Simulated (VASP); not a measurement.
# W2Se (P6_3mc) in VASP: notebook

Runs on W2Se. Level: PBE. Tasks: single point.

Program: VASP 6.6.1. These are calculated values, not measurements. Logs are shortened: lines on timing, memory, paths and dates and some standing lists are left out, and cuts for length are marked.

### 1 The cell of the first run

The structure is hexagonal, space group P6_3mc (No. 186). Conventional cell: a = 2.962 Å, b = 2.962 Å, c = 13.285 Å, α = 90.00°, β = 90.00°, γ = 120.00°. W (site symmetry 3m) has 1 Se at 2.54 Å and 9 W at 2.84 to 2.96 Å within 3.4 Å. W (site symmetry 3m) has 3 Se at 2.51 Å and 9 W at 2.84 to 2.96 Å within 3.3 Å. Within 3.3 Å of Se (site symmetry 3m) lie 4 W at 2.51 to 2.54 Å and 6 Se at 2.96 Å.

### 2 Single point, PBE (16.83 Å³/atom)

Contents of INCAR:

```
SYSTEM = W2Se
  PREC = Accurate
  ENCUT = 520
  EDIFF = 1E-7
  ISMEAR = 0
  SIGMA = 0.1
  LREAL = .False.
  LASPH = .True.
  NELM = 100
  ALGO = Normal
  ISIF = 2
  LWAVE = .False.
  LCHARG = .False.
  GGA = PE
  NBANDS = 43
```

Contents of KPOINTS:

```
Automatic mesh
0
Gamma
  12 12 4
  0 0 0
```

Contents of POSCAR:

```
W2Se
1.0
    2.9622626653      0.0000000000      0.0000000000
   -1.4811313326      2.5653947208      0.0000000000
    0.0000000000      0.0000000000     13.2847075184
W Se
4 2
Direct
    0.0000000000      0.0000000000      0.5716426867
    0.0000000000      0.0000000000      0.0716426867
    0.3333333333      0.6666666667      0.7419403265
    0.6666666667      0.3333333333      0.2419403265
    0.0000000000      0.0000000000      0.3802615568
    0.0000000000      0.0000000000      0.8802615568
```

Potentials or basis: VASP PAW PBE potentials, release 64 (W_sv, Se).

Command:

```bash
cat potpaw_PBE.64/W_sv/POTCAR potpaw_PBE.64/Se/POTCAR > POTCAR
mpirun -np 1 vasp_std > vasp.out
```

OUTCAR:

```text
SYSTEM = W2Se
   PREC = Accurate
   ENCUT = 520
   EDIFF = 1E-7
   ISMEAR = 0
   LREAL = .False.
   LASPH = .True.
   NELM = 100
   ISIF = 2
   GGA = PE

 ion  position               nearest neighbor table
   1  0.000  0.000  0.572-   5 2.54   3 2.84   3 2.84   3 2.84
   2  0.000  0.000  0.072-   6 2.54   4 2.84   4 2.84   4 2.84
   3  0.333  0.667  0.742-   6 2.51   6 2.51   6 2.51   1 2.84   1 2.84   1 2.84
   4  0.667  0.333  0.242-   5 2.51   5 2.51   5 2.51   2 2.84   2 2.84   2 2.84
   5  0.000  0.000  0.380-   4 2.51   4 2.51   4 2.51   1 2.54
   6  0.000  0.000  0.880-   3 2.51   3 2.51   3 2.51   2 2.54

  LATTYP: Found a hexagonal cell.
 ALAT       =     2.9622626653
 C/A-ratio  =     4.4846487363

  Lattice vectors:

 A1 = (   2.9622626653,   0.0000000000,   0.0000000000)
 A2 = (  -1.4811313326,   2.5653947208,   0.0000000000)
 A3 = (   0.0000000000,   0.0000000000,  13.2847075184)

Analysis of symmetry for initial positions (statically):
=====================================================================
 Subroutine PRICEL returns:
 Original cell was already a primitive cell.

 Routine SETGRP: Setting up the symmetry group for a
 hexagonal supercell.

 Subroutine GETGRP returns: Found 12 space group operations
 (whereof  6 operations were pure point group operations)
 out of a pool of 24 trial point group operations.

The static configuration has the point symmetry C_3v.
 The point group associated with its full space group is C_6v.

Analysis of symmetry for dynamics (positions and initial velocities):
=====================================================================
 Subroutine PRICEL returns:
 Original cell was already a primitive cell.

 Routine SETGRP: Setting up the symmetry group for a
 hexagonal supercell.

 Subroutine GETGRP returns: Found 12 space group operations
 (whereof  6 operations were pure point group operations)
 out of a pool of 24 trial point group operations.

The dynamic configuration has the point symmetry C_3v.
 The point group associated with its full space group is C_6v.

 Subroutine INISYM returns: Found 12 space group operations
 (whereof  6 operations are pure point group operations),
 and found     1 'primitive' translations

----------------------------------------------------------------------------------------

                                     Primitive cell

  volume of cell :     100.9554

[... 99 lines left out ...]
   NSW    =      0    number of steps for IOM
   IBRION =     -1    ionic relax: 0-MD 1-quasi-New 2-CG
   NFREE  =      0    steps in history (QN), initial steepest desc. (CG)
   ISIF   =      2    stress and relaxation
   ISYM   =      2    0-nonsym 1-usesym 2-fastsym
   POTIM  = 0.5000    time-step for ionic-motion
   TEBEG  =    0.0;   TEEND  =   0.0 temperature during run
   PSTRESS=    0.0 pullay stress
   NELECT =      68.0000    total number of electrons
   NUPDOWN=      -1.0000    fix difference up-down
   EMIN   =  10.00;   EMAX   =-10.00  energy-range for DOS
   EFERMI =   0.00;   METHOD = LEGACY
   ISMEAR =     0;   SIGMA  =   0.10  broadening in eV -4-tet -1-fermi 0-gaus
   EFERMI_NEDOS =   21; number of points for ismear=-14 and -15
   IALGO  =     38    algorithm
   IMIX   =      4    mixing-type and parameters
     AMIX     =   0.40;   BMIX     =  1.00
     AMIX_MAG =   1.60;   BMIX_MAG =  1.00
  volume/ion in A,a.u.               =      16.83       113.55
  Fermi-wavevector in a.u.,A,eV,Ry     =   1.435053  2.711857 28.019519  2.059377
  Thomas-Fermi vector in A             =   2.554394
   LORBIT       =      0    0 simple, 1 ext, 2 COOP (PROOUT), +10 PAW based schemes
   GGA     = PE    functional components
   LHFCALC =     F    Hartree Fock is set to
   AEXX    =    0.0000 exact exchange contribution
   IVDW    =     0    specifies the selected vdW correction
   LEPSILON=     F    determine dielectric tensor
   LRPA    =     F    only Hartree local field effects (RPA)
 non-spin polarized calculation
 Gauss-broadening in eV      SIGMA  =   0.10
  energy-cutoff  :      520.00
  volume of cell :      100.96
 maximum number of plane-waves:      2785
 NGX is ok and might be reduce to    24
   NGX = 11   NGY = 11   NGZ = 49

 number of electron      68.0000007 magnetization

 Free energy of the ion-electron system (eV)
  ---------------------------------------------------
  ext. energy  EPLUGINS =         0.00000000
  ---------------------------------------------------
  free energy    TOTEN  =       -56.33584359 eV

  energy without entropy =      -56.31441517  energy(sigma->0) =      -56.32512938

 E-fermi :   9.5700     XC(G=0): -12.6280

 val. band max:        9.5478595935   @ k =   0.1667   0.1667   0.0000
 cond. band min:       9.5702854049   @ k =   0.3333   0.0833   0.2500
 fundamental gap:      0.0224258114
 Fermi energy:         9.5700198926

 k-point     1 :       0.0000    0.0000    0.0000
  band No.  band energies     occupation
      1     -64.3808      2.00000
      2     -64.3807      2.00000
      3     -64.3045      2.00000
      4     -64.3045      2.00000
      5     -28.9562      2.00000
      6     -28.9489      2.00000
[... 1093 lines left out ...]
     42      12.6746      0.00000
     43      12.9654      0.00000

 [... further k-points ...]

------------------------ aborting loop because EDIFF is reached ----------------------------------------

  FORCE on cell =-STRESS in cart. coord.  units (eV):
  Direction    XX          YY          ZZ          XY          YZ          ZX
  --------------------------------------------------------------------------------------
  -------------------------------------------------------------------------------------
  Total        2.5535864      2.5535864      2.7035018      0.0000000      0.0000000      0.0000000
  in kB       40.5257801     40.5257801     42.9049585      0.0000000      0.0000000      0.0000000
  external PRESSURE =      41.3188396 kB  Pullay stress =       0.0000000 kB

 VOLUME and BASIS-vectors are now :
 -----------------------------------------------------------------------------
  energy-cutoff  :      520.00
  volume of cell :      100.96
      direct lattice vectors                 reciprocal lattice vectors
     2.962262665  0.000000000  0.000000000     0.337579787  0.194901781  0.000000000
    -1.481131333  2.565394721  0.000000000     0.000000000  0.389803562  0.000000000
     0.000000000  0.000000000 13.284707518     0.000000000  0.000000000  0.075274521

 POSITION                                       TOTAL-FORCE (eV/Angst)
 -----------------------------------------------------------------------------------
      0.00000      0.00000      7.59411        -0.000000     -0.000000     -0.006181
      0.00000      0.00000      0.95175         0.000000      0.000000     -0.006181
     -0.00000      1.71026      9.85646        -0.000000      0.000000     -0.030846
      1.48113      0.85513      3.21411         0.000000     -0.000000     -0.030846
      0.00000      0.00000      5.05166        -0.000000      0.000000      0.037028
      0.00000      0.00000     11.69402         0.000000     -0.000000      0.037028
 -----------------------------------------------------------------------------------
    total drift:                               -0.000000     -0.000000      0.000404

  FREE ENERGIE OF THE ION-ELECTRON SYSTEM (eV)
  ---------------------------------------------------
  free  energy   TOTEN  =       -56.3358435868 eV

  energy  without entropy=      -56.3144151696  energy(sigma->0) =      -56.32512938
```

stdout:

```text
POSCAR found type information on POSCAR W Se
 POSCAR found :  2 types and       6 ions
 scaLAPACK will be used
 LDA part: xc-table for (Slater+PW92), standard interpolation
 POSCAR, INCAR and KPOINTS ok, starting setup
 FFT: planning ... GRIDC
 FFT: planning ... GRID_SOFT
 FFT: planning ... GRID
 WAVECAR not read
 entering main loop
```

Run time: 2.1 min. Hardware: 1 thread of Intel Xeon 6975P-C (Granite Rapids), shared host; peak memory 0.33 GiB.

What came out:

- Free energy: -56.3358 eV
- Pressure: 4.1 GPa
- Largest force: 0.037 eV/Å
- Band gap on the k mesh: zero (bands 34 and 35 overlap by 0.93 eV)

Forces on the atoms (eV/Å):
```
W    0.000  0.000 -0.006
W    0.000  0.000 -0.006
W    0.000  0.000 -0.031
W    0.000  0.000 -0.031
Se   0.000  0.000  0.037
Se   0.000  0.000  0.037
```

Stress tensor (GPa, compression positive):
```
4.05 0.00 0.00
0.00 4.05 0.00
0.00 0.00 4.29
```

Caveat: the cell stands under pressure; spin-orbit coupling is left out, which moves the levels of the heavy elements.

(Part 1 of 2 ends here.)
